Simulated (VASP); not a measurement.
# AlN in VASP: relaxation of the atoms with PBE

Aim: the relaxation of the atoms of AlN with PBE.

All numbers are computed with VASP 6.6.1; they aren't measurements. Logs are shortened: lines on timing, memory, paths and dates and some standing lists are left out, and cuts for length are marked.

### 1 The cell of the first run

The cell holds a slab with vacuum, 8 atoms: a = 3.130 Å, b = 5.017 Å, c = 17.614 Å, α = 90.00°, β = 90.00°, γ = 90.00°.

### 2 Relaxation of the atoms, PBE

Input file INCAR:

```
SYSTEM = AlN
ALGO = Normal
DIPOL = 0.5 0.5 0.500
EDIFF = 1E-6
EDIFFG = -0.03
ENCUT = 520
GGA = PE
IBRION = 2
IDIPOL = 3
ISIF = 2
ISMEAR = 0
KPAR = 2
LASPH = .True.
LCHARG = .False.
LDIPOL = .True.
LREAL = .False.
LWAVE = .False.
NELM = 100
NSW = 70
PREC = Accurate
SIGMA = 0.05
```

Input file KPOINTS:

```
k-points
0
Gamma
  9 6 1
  0 0 0
```

Input file POSCAR:

```
AlN
1.0
    3.1297683445      0.0000000000      0.0000000000
    0.0000000000      5.0173032416      0.0000000000
    0.0000000000      0.0000000000     17.6139451924
Al N
4 4
Selective dynamics
Direct
    0.0000000000      0.9982714950      0.3974123868  F F F
    0.5000000000      0.4982714950      0.4487061934  F F F
    0.5000000000      0.9982714950      0.5512938066  T T T
    0.0000000000      0.4982714950      0.6025876132  T T T
    0.0000000000      0.6167285050      0.3974123868  F F F
    0.5000000000      0.1167285050      0.4487061934  F F F
    0.5000000000      0.6167285050      0.5512938066  T T T
    0.0000000000      0.1167285050      0.6025876132  T T T
```

Potentials or basis: VASP PAW PBE potentials, release 64 (Al, N).

Started as:

```
cat potpaw_PBE.64/Al/POTCAR potpaw_PBE.64/N/POTCAR > POTCAR
mpirun -np 2 vasp_std > vasp.out
```

OUTCAR:

```text
SYSTEM = AlN
   EDIFF = 1E-6
   EDIFFG = -0.03
   ENCUT = 520
   GGA = PE
   IBRION = 2
   ISIF = 2
   ISMEAR = 0
   LASPH = .True.
   LREAL = .False.
   NELM = 100
   NSW = 70
   PREC = Accurate

 ion  position               nearest neighbor table
   1  0.000  0.998  0.397-   6 1.90   6 1.90   5 1.91   2 3.09   2 3.09   2 3.09   2 3.09   3 3.13
                             3 3.13
   2  0.500  0.498  0.449-   5 1.90   5 1.90   7 1.90   6 1.91   1 3.09   1 3.09   1 3.09   1 3.09
                             3 3.09   3 3.09   4 3.13   4 3.13
   3  0.500  0.998  0.551-   8 1.90   8 1.90   6 1.90   7 1.91   4 3.09   4 3.09   4 3.09   4 3.09
                             2 3.09   2 3.09   1 3.13   1 3.13
   4  0.000  0.498  0.603-   7 1.90   7 1.90   8 1.91   3 3.09   3 3.09   3 3.09   3 3.09   2 3.13
                             2 3.13
   5  0.000  0.617  0.397-   2 1.90   2 1.90   1 1.91
   6  0.500  0.117  0.449-   1 1.90   1 1.90   3 1.90   2 1.91
   7  0.500  0.617  0.551-   4 1.90   4 1.90   2 1.90   3 1.91
   8  0.000  0.117  0.603-   3 1.90   3 1.90   4 1.91

  LATTYP: Found a simple orthorhombic cell.
 ALAT       =     3.1297683445
 B/A-ratio  =     1.6030909286
 C/A-ratio  =     5.6278750545

  Lattice vectors:

 A1 = (   3.1297683445,   0.0000000000,   0.0000000000)
 A2 = (   0.0000000000,   5.0173032416,   0.0000000000)
 A3 = (   0.0000000000,   0.0000000000,  17.6139451924)

Analysis of symmetry for initial positions (statically):
=====================================================================
 Subroutine PRICEL returns:
 Original cell was already a primitive cell.

 Routine SETGRP: Setting up the symmetry group for a
 simple orthorhombic supercell.

 Subroutine GETGRP returns: Found  4 space group operations
 (whereof  2 operations were pure point group operations)
 out of a pool of  8 trial point group operations.

The static configuration has the point symmetry C_1h.
 The point group associated with its full space group is C_2v.

Analysis of symmetry for dynamics (positions and initial velocities):
=====================================================================
 Subroutine PRICEL returns:
 Original cell was already a primitive cell.

 Routine SETGRP: Setting up the symmetry group for a
 simple orthorhombic supercell.

 Subroutine GETGRP returns: Found  4 space group operations
 (whereof  2 operations were pure point group operations)
 out of a pool of  8 trial point group operations.

The dynamic configuration has the point symmetry C_1h.
 The point group associated with its full space group is C_2v.

Analysis of constrained symmetry for selective dynamics:
=====================================================================
 Subroutine PRICEL returns:
 Original cell was already a primitive cell.

 Routine SETGRP: Setting up the symmetry group for a
 simple orthorhombic supercell.

 Subroutine GETGRP returns: Found  2 space group operations
 (whereof  2 operations were pure point group operations)
 out of a pool of  8 trial point group operations.

The constrained configuration has the point symmetry C_1h.

 Subroutine INISYM returns: Found  2 space group operations
 (whereof  2 operations are pure point group operations),
 and found     1 'primitive' translations

----------------------------------------------------------------------------------------

                                     Primitive cell

  volume of cell :     276.5917

  direct lattice vectors                    reciprocal lattice vectors
     3.129768344  0.000000000  0.000000000     0.319512465  0.000000000  0.000000000
     0.000000000  5.017303242  0.000000000     0.000000000  0.199310257  0.000000000
     0.000000000  0.000000000 17.613945192     0.000000000  0.000000000  0.056773198

  length of vectors
     3.129768344  5.017303242 17.613945192     0.319512465  0.199310257  0.056773198

  position of ions in fractional coordinates (direct lattice)
     0.000000000  0.998271495  0.397412387
     0.500000000  0.498271495  0.448706193
     0.500000000  0.998271495  0.551293807
     0.000000000  0.498271495  0.602587613
[... 46 lines left out ...]
  0.222222  0.000000  0.000000      2.000000
  0.333333  0.000000  0.000000      2.000000
  0.444444  0.000000  0.000000      2.000000
  0.000000  0.166667  0.000000      2.000000
[... 12 lines left out ...]
  0.333333  0.500000  0.000000      2.000000
  0.444444  0.500000  0.000000      2.000000
   k-points           NKPTS =     20   k-points in BZ     NKDIM =     20   number of bands    NBANDS=     21
   number of dos      NEDOS =    301   number of ions     NIONS =      8
   total plane-waves  NPLWV = 134400
   dimension x,y,z NGX =    24 NGY =   40 NGZ =  140
   dimension x,y,z NGXF=    48 NGYF=   80 NGZF=  280
   ions per type =               4   4
   NGX,Y,Z   is equivalent  to a cutoff of  12.75, 13.25, 13.21 a.u.
   NGXF,Y,Z  is equivalent  to a cutoff of  25.50, 26.51, 26.43 a.u.
 SYSTEM =  AlN
   PREC   = accura    normal or accurate (medium, high low for compatibility)
   ISTART =      0    job   : 0-new  1-cont  2-samecut
   ICHARG =      2    charge: 1-file 2-atom 10-const
   ISPIN  =      1    spin polarized calculation?
   LNONCOLLINEAR =      F non collinear calculations
   LSORBIT =      F    spin-orbit coupling
   LASPH  =      T    aspherical Exc in radial PAW
   ENCUT  =  520.0 eV  38.22 Ry    6.18 a.u.   5.82  9.33 32.75*2*pi/ulx,y,z
   NELM   =    100;   NELMIN=  2; NELMDL= -5     # of ELM steps
   EDIFF  = 0.1E-05   stopping-criterion for ELM
   LREAL  =      F    real-space projection
   EDIFFG = -.3E-01   stopping-criterion for IOM
   NSW    =     70    number of steps for IOM
   IBRION =      2    ionic relax: 0-MD 1-quasi-New 2-CG
   NFREE  =      1    steps in history (QN), initial steepest desc. (CG)
   ISIF   =      2    stress and relaxation
   ISYM   =      2    0-nonsym 1-usesym 2-fastsym
   POTIM  = 0.5000    time-step for ionic-motion
   TEBEG  =    0.0;   TEEND  =   0.0 temperature during run
   PSTRESS=    0.0 pullay stress
   NELECT =      32.0000    total number of electrons
   NUPDOWN=      -1.0000    fix difference up-down
   EMIN   =  10.00;   EMAX   =-10.00  energy-range for DOS
   EFERMI =   0.00;   METHOD = LEGACY
   ISMEAR =     0;   SIGMA  =   0.05  broadening in eV -4-tet -1-fermi 0-gaus
   EFERMI_NEDOS =   21; number of points for ismear=-14 and -15
   IALGO  =     38    algorithm
   IMIX   =      4    mixing-type and parameters
     AMIX     =   0.40;   BMIX     =  1.00
     AMIX_MAG =   1.60;   BMIX_MAG =  1.00
  volume/ion in A,a.u.               =      34.57       233.32
  Fermi-wavevector in a.u.,A,eV,Ry     =   0.797710  1.507454  8.657951  0.636341
  Thomas-Fermi vector in A             =   1.904480
   LORBIT       =      0    0 simple, 1 ext, 2 COOP (PROOUT), +10 PAW based schemes
   GGA     = PE    functional components
   LHFCALC =     F    Hartree Fock is set to
   AEXX    =    0.0000 exact exchange contribution
   IVDW    =     0    specifies the selected vdW correction
   LEPSILON=     F    determine dielectric tensor
   LRPA    =     F    only Hartree local field effects (RPA)
 conjugate gradient relaxation of ions
 non-spin polarized calculation
 Gauss-broadening in eV      SIGMA  =   0.05
  energy-cutoff  :      520.00
  volume of cell :      276.59
 maximum number of plane-waves:      7486
 NGX is ok and might be reduce to    24
   NGX = 11   NGY = 19   NGZ = 65

--------------------------------------- Ionic step        1  -------------------------------------------

 number of electron      31.9999995 magnetization

 dipolmoment           0.000000      0.000000     -0.000001 electrons x Angstroem

 Free energy of the ion-electron system (eV)
  ---------------------------------------------------
  ext. energy  EPLUGINS =         0.00000000
  ---------------------------------------------------
  free energy    TOTEN  =       -54.43683550 eV

  energy without entropy =      -54.43683550  energy(sigma->0) =      -54.43683550

------------------------ aborting loop because EDIFF is reached ----------------------------------------

  FORCE on cell =-STRESS in cart. coord.  units (eV):
  Direction    XX          YY          ZZ          XY          YZ          ZX
  --------------------------------------------------------------------------------------
  -------------------------------------------------------------------------------------
  Total       -0.7209248     -8.3647761     -3.2612061      0.0000000     -0.0000049      0.0000000
  in kB       -4.1760081    -48.4535631    -18.8907692      0.0000000     -0.0000282      0.0000000
  external PRESSURE =     -23.8401135 kB  Pullay stress =       0.0000000 kB
[... 107 lines left out ...]
  FREE ENERGIE OF THE ION-ELECTRON SYSTEM (eV)
  ---------------------------------------------------
  free  energy   TOTEN  =       -54.9565630151 eV

  energy  without entropy=      -54.9565630151  energy(sigma->0) =      -54.95656302

 vacuum level on the upper side and lower side of the slab       (xc-potential included)         0.003        -0.217

[... ionic steps 4 to 22 ...]

--------------------------------------- Ionic step       23  -------------------------------------------

 number of electron      31.9999996 magnetization

------------------------ aborting loop because EDIFF is reached ----------------------------------------
[... 79 lines left out ...]
--------------------------------------- Ionic step       25  -------------------------------------------

 number of electron      31.9999996 magnetization

 dipolmoment           0.000000      0.000000      0.023241 electrons x Angstroem

 Free energy of the ion-electron system (eV)
  ---------------------------------------------------
  ext. energy  EPLUGINS =         0.00000000
  ---------------------------------------------------
  free energy    TOTEN  =       -55.01526390 eV

  energy without entropy =      -55.01526390  energy(sigma->0) =      -55.01526390

 E-fermi :  -1.2899     XC(G=0):  -4.2364

 val. band max:       -1.5183025775   @ k =   0.4444   0.5000   0.0000
 cond. band min:      -0.1352741149   @ k =   0.0000   0.0000   0.0000
 fundamental gap:      1.3830284626
 Fermi energy:        -1.2898633724

 k-point     1 :       0.0000    0.0000    0.0000
  band No.  band energies     occupation
      1     -16.7552      2.00000
      2     -15.6017      2.00000
      3     -14.3733      2.00000
      4     -13.6572      2.00000
      5      -7.4278      2.00000
      6      -6.6057      2.00000
[... 469 lines left out ...]
     20       3.9843      0.00000
     21       4.3631      0.00000

------------------------ aborting loop because EDIFF is reached ----------------------------------------

 vacuum level on the upper side and lower side of the slab       (xc-potential included)        -0.038        -0.311

  FORCE on cell =-STRESS in cart. coord.  units (eV):
  Direction    XX          YY          ZZ          XY          YZ          ZX
  --------------------------------------------------------------------------------------
  -------------------------------------------------------------------------------------
  Total        2.0062641     -2.2006665     -2.8443096      0.0000000      0.8094454      0.0000000
  in kB       11.6214279    -12.7475181    -16.4758667      0.0000000      4.6887702      0.0000000
  external PRESSURE =      -5.8673190 kB  Pullay stress =       0.0000000 kB
[... 23 lines left out ...]
  FREE ENERGIE OF THE ION-ELECTRON SYSTEM (eV)
  ---------------------------------------------------
  free  energy   TOTEN  =       -55.0152639022 eV

  energy  without entropy=      -55.0152639022  energy(sigma->0) =      -55.01526390

 reached required accuracy - stopping structural energy minimisation

 vacuum level on the upper side and lower side of the slab         3.533         3.249
```

It took 29 min on 2 MPI ranks of Intel Xeon Platinum 8259CL at 2.50GHz (Skylake/Cascade Lake), shared host; peak memory 0.41 GiB.

What came out:

* Free energy: -55.0153 eV
* Energy gained by relaxing: 72.3 meV/atom
* Ionic steps: 25
* Band gap on the k mesh: 1.38 eV (least direct gap 1.40 eV)

Step by step:
```tsv
step	energy change (eV)	largest force on free atoms (eV/Å)	pressure (GPa)
1	0.0000	2.7177	-2.38
2	-0.4834	1.1048	-1.46
3	-0.5197	0.9583	-1.04
4	-0.5487	0.7456	-0.94
5	-0.5538	0.4725	-0.98
6	-0.5633	0.3266	-0.84
7	-0.5633	0.3396	-0.83
8	-0.5696	0.1664	-0.72
9	-0.5710	0.2129	-0.65
10	-0.5731	0.2294	-0.65
11	-0.5731	0.1904	-0.64
12	-0.5746	0.1311	-0.62
13	-0.5746	0.1249	-0.62
14	-0.5758	0.0770	-0.59
15	-0.5762	0.1046	-0.56
16	-0.5769	0.1126	-0.55
17	-0.5769	0.1168	-0.55
18	-0.5774	0.0553	-0.52
19	-0.5774	0.0628	-0.51
20	-0.5776	0.0618	-0.51
21	-0.5777	0.0767	-0.51
22	-0.5779	0.0533	-0.53
23	-0.5782	0.0936	-0.56
24	-0.5783	0.0664	-0.57
25	-0.5784	0.0172	-0.59
```

Final structure:
```yaml
crystal:
  lattice:
    - [3.12977, 0.00000, 0.00000]
    - [0.00000, 5.01730, 0.00000]
    - [0.00000, 0.00000, 17.61395]
  atoms:
    - { symbol: Al, position: [0.00000, 0.99827, 0.39741] }
    - { symbol: Al, position: [0.50000, 0.49827, 0.44871] }
    - { symbol: Al, position: [0.50000, 0.99204, 0.55739] }
    - { symbol: Al, position: [0.00000, 0.46354, 0.58890] }
    - { symbol: N, position: [0.00000, 0.61673, 0.39741] }
    - { symbol: N, position: [0.50000, 0.11673, 0.44871] }
    - { symbol: N, position: [0.50000, 0.61503, 0.55604] }
    - { symbol: N, position: [0.00000, 0.11215, 0.59947] }
```
